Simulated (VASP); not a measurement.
Set up this calculation in VASP 6.6.1, as the native input.

* Task: relaxation of cell and atoms
* Functional: PBE
* Potentials or basis: VASP PAW PBE potentials, release 64 (Ru_pv, S)
* Cutoff: 600 eV
* k mesh: 6 × 6 × 4
* Occupations: gaussian, width 0.1 eV
* Spin: no spin polarisation
* Dipole correction: no
* Further INCAR settings: ALGO = Normal; EDIFF = 1e-06; IBRION = 2; EDIFFG = -0.04; NSW = 90; ISIF = 3

The structure of RuS2 lies in POSCAR:

```
RuS2
1.0
    3.5898249315      0.0000000000      0.0000000000
   -1.7949124658      3.1088795859      0.0000000000
    0.0000000000      0.0000000000      3.8760568198
Ru S
1 2
Direct
    0.0000000000      0.0000000000      0.0000000000
    0.3333333333      0.6666666667      0.5000000000
    0.6666666667      0.3333333333      0.5000000000
```

One way to write it, as run:

INCAR

```
PREC = Accurate ; ENCUT = 600
EDIFF = 1E-6 ; ISMEAR = 0
SIGMA = 0.1 ; LREAL = F
LASPH = T ; NELM = 80
ALGO = Normal ; ISIF = 3
LWAVE = F ; LCHARG = F
GGA = PE ; IBRION = 2
NSW = 90 ; EDIFFG = -0.04
```

KPOINTS

```
Automatic mesh
0
Gamma
  6 6 4
```

Potentials or basis: VASP PAW PBE potentials, release 64 (Ru_pv, S).

Run with:

```bash
$ cat potpaw_PBE.64/Ru_pv/POTCAR potpaw_PBE.64/S/POTCAR > POTCAR
$ mpirun -np 1 vasp_std > vasp.out
```

It gave:

The relaxed volume is 14.52 Å³/atom and the relaxed cell is a = 4.218 Å, b = 4.218 Å, c = 2.827 Å, α = 90.00°, β = 90.00°, γ = 120.00°. The space group after relaxing (to 0.1 Å) is P6/mmm (No. 191), the energy gained by relaxing is 909.0 meV/atom and the ionic steps are 10. The pressure after relaxing is 0.2 GPa and the band gap on the k mesh is zero (bands 13 and 14 overlap by 1.30 eV).

Caveat: the k points lie up to 0.56 Å⁻¹ apart in the final cell, too coarse for converged energies and pressures of a metal; a cell axis changed by over 15 % at a fixed basis, so the end point is rough.

It took 2.8 min on 1 thread of Intel Xeon 8259CL (shared host), peak memory 0.19 GiB.
